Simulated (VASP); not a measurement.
KMgF3: single point with PBEsol

KMgF3:

```
K Mg F
1.0
     3.98590    0.00000    0.00000
     0.00000    3.98590    0.00000
     0.00000    0.00000    3.98590
K Mg F
1 1 3
Direct
  0.50000 0.50000 0.50000
  0.00000 0.00000 0.00941
  0.50000 0.00000 0.00000
  0.00000 0.50000 0.00000
  0.00000 0.00000 0.50000
```

This cell differs from its parent crystal: all Mg atoms moved +0.037 Å, as atom 2 along Cartesian [0 0 1].

```
Program             : VASP 6.6.1
Task                : single point
Functional          : PBEsol
Potentials or basis : VASP PAW PBE potentials, release 64 (K_sv, Mg, F)
Cutoff              : 520 eV
k mesh              : 6 × 6 × 6
Occupations         : gaussian, width 0.05 eV
Spin                : no spin polarisation
```

```yaml
Pressure: 0.0 GPa
Largest_force: 0.352 eV/Å
Band_gap_on_the_k_mesh: 7.12 eV, indirect (least direct gap 7.45 eV)
```

Forces in eV/Å, atoms in the order of the input:
```
K    0.000  0.000  0.045
Mg   0.000  0.000 -0.352
F    0.000  0.000  0.032
F    0.000  0.000  0.032
F    0.000  0.000  0.242
```

Stress tensor (GPa, compression positive):
```
-0.09  0.00  0.00
 0.00 -0.09  0.00
 0.00  0.00  0.10
```

Levels at points of the mesh, in eV from the valence-band top:
```
           k point  band 14  band 15  band 16  band 17  band 18  band 19
(0.00, 0.00, 0.00)    -0.33    -0.33    -0.33     7.12     9.94     9.94
(0.50, 0.00, 0.00)    -0.87    -0.54    -0.54     9.95    10.29    11.00
(0.00, 0.00, 0.50)    -0.88    -0.54    -0.54     9.95    10.28    11.00
(0.50, 0.50, 0.00)    -0.91    -0.91    -0.02    10.81    11.58    12.44
(0.00, 0.50, 0.50)    -0.91    -0.91    -0.02    10.81    11.58    12.44
(0.50, 0.50, 0.50)     0.00     0.00     0.00    10.30    10.30    10.30
```

Wall time 79 s on 1 thread of AMD EPYC 7571, with other jobs on the host, peak memory 0.17 GiB.

Caveat: the cell differs from its parent crystal (all Mg atoms moved +0.037 Å, as atom 2 along Cartesian [0 0 1]); the PAW data sets were made with another functional, which shifts forces and pressure a little. A k mesh can miss the band edges.
